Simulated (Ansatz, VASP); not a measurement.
**One calculation of HfC, two programs**

```
Hf C
1.0
     0.00000    2.32500    2.32500
     2.32500    0.00000    2.32500
     2.32500    2.32500    0.00000
Hf C
1 1
Direct
  0.50000 0.50000 0.50000
  0.00000 0.00000 0.00000
```

Alike in both runs: task single point; functional LDA; k mesh 12 × 12 × 12; occupations fermi-dirac, width 0.05 eV; no spin polarisation.

|  | VASP | Ansatz |
| --- | --- | --- |
| version | VASP 6.6.1 | Ansatz 0.2.0 |
| potentials or method | VASP PAW LDA potentials, release 64 (Hf_pv, C), cutoff 520 eV | all-electron LAPW, scalar-relativistic |

VASP gave:

```
pressure (GPa) : -11.6
```

Question: What did Ansatz give for the same quantities?

Answer: Pressure (GPa): -11.8.

LDA's correlation is that of Perdew and Zunger in VASP and of Perdew and Wang (1992) in Ansatz. Ansatz ran all-electron here, and VASP with PAW potentials.

Spin-orbit coupling is off throughout.
